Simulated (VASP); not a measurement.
A run of VASP 6.6.1:

Contents of POSCAR:

```
Sb3Au
1.0
    3.0357209191      0.0000000000      0.0000000000
    0.0000000000      3.0357209191      0.0000000000
    0.0000000000      0.0000000000     11.7091639552
Sb Au
3 1
Direct
    0.0000000000      0.0000000000      0.2312210000
    0.0000000000      0.0000000000      0.5000000000
    0.0000000000      0.0000000000      0.7687790000
    0.0000000000      0.0000000000      0.0000000000
```

File INCAR.step1:

```
SYSTEM = Sb3Au
PREC = Accurate
ENCUT = 520
ISMEAR = 1
SIGMA = 0.1
LREAL = .FALSE.
LASPH = .TRUE.
NELM = 100
NBANDS = 21
GGA = PE
ALGO = Normal
EDIFF = 1E-4
LWAVE = .TRUE.
LCHARG = .FALSE.
```

File INCAR.step2:

```
SYSTEM = Sb3Au
PREC = Accurate
ENCUT = 520
EDIFF = 1E-6
ISMEAR = 1
SIGMA = 0.1
LREAL = .FALSE.
LASPH = .TRUE.
NELM = 100
ALGO = Normal
ISIF = 2
LWAVE = .FALSE.
LCHARG = .TRUE.
METAGGA = R2SCAN
LMIXTAU = .TRUE.
IVDW = 12
VDW_S6 = 1.0
VDW_S8 = 0.78981345
VDW_A1 = 0.49484001
VDW_A2 = 5.73083694
LELF = .TRUE.
LVHAR = .TRUE.
NBANDS = 21
ISTART = 1
```

File KPOINTS:

```
regular mesh
0
G
  8 8 2
  0 0 0
```

Potentials or basis: VASP PAW PBE potentials, release 64 (Sb, Au).

Launch:

```bash
$ cat potpaw_PBE.64/Sb/POTCAR potpaw_PBE.64/Au/POTCAR > POTCAR
$ cp INCAR.step1 INCAR
$ mpirun -np 1 vasp_std > vasp.out
$ cp INCAR.step2 INCAR
$ mpirun -np 1 vasp_std > vasp.out
```

Hardware: 1 thread of Intel(R) Xeon(R) 6975P-C (Granite Rapids), with other jobs on the host.

Question: How long does it take, and how much memory?

Answer: Wall time 76 s on 1 thread of Intel(R) Xeon(R) 6975P-C (Granite Rapids), with other jobs on the host, peak memory 0.27 GiB. Counts: k points 30.
